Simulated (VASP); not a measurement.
BaTiO3: electric field gradients with PBE

The system is BaTiO3.

```
CELL_PARAMETERS angstrom
2.86488 1.65404 2.34823
-2.86488 1.65404 2.34823
0.00000 -3.30808 2.34823
ATOMIC_POSITIONS crystal
Ba 0.00000 0.00000 0.00000
Ti 0.51400 0.51400 0.51400
O 0.49160 0.49160 0.98150
O 0.49160 0.98150 0.49160
O 0.98150 0.49160 0.49160
```

This cell differs from its parent crystal: volume scaled by 1.04.

| Property | Result |
| --- | --- |
| Program | VASP 6.6.1 |
| Task | electric field gradients |
| Functional | PBE |
| Potentials or basis | VASP PAW PBE potentials, release 64 (Ba_sv, Ti_sv, O) |
| Cutoff | 520 eV |
| k mesh | 9 × 9 × 9 |
| Occupations | fermi-dirac, width 0.05 eV |
| Spin | no spin polarisation |
| Dipole correction | no |
| Further INCAR settings | ALGO = Normal; EDIFF = 1e-08; NBANDS = 28 |

```json
{
 "Pressure": "0.1 GPa",
 "Largest force": "0.259 eV/Å",
 "Band gap on the k mesh": "2.29 eV, indirect (least direct gap 2.67 eV)"
}
```

Forces on the atoms (eV/Å):
```
Ba   0.000  0.000  0.088
Ti   0.000  0.000  0.259
O    0.000  0.037 -0.116
O    0.032 -0.018 -0.116
O   -0.032 -0.018 -0.116
```

Levels at points of the mesh, in eV from the valence-band top:
```tsv
k point	band 17	band 18	band 19	band 20	band 21	band 22	band 23	band 24
(0.00, 0.00, 0.00)	-0.97	-0.50	-0.38	-0.38	2.29	2.29	2.40	4.22
```

Electric field gradients, principal values (V/Å²):
```csv
atom,least,middle,greatest (by size)
1 Ba,-1.695,-1.695,3.389
2 Ti,-5.009,-5.009,10.018
3 O,-11.180,-12.289,23.469
4 O,-11.180,-12.289,23.469
5 O,-11.180,-12.289,23.469
```

Wall time 2.7 min on 1 thread of AMD EPYC 7R13 Processor (Zen 3) (shared host), peak memory 0.25 GiB.

Caveat: without QUAD_EFG the Cq values of the log hold for a quadrupole moment of 1 mb, not for the nuclei; spin-orbit coupling is left out, which moves the levels of the heavy elements. A k mesh can miss the band edges.
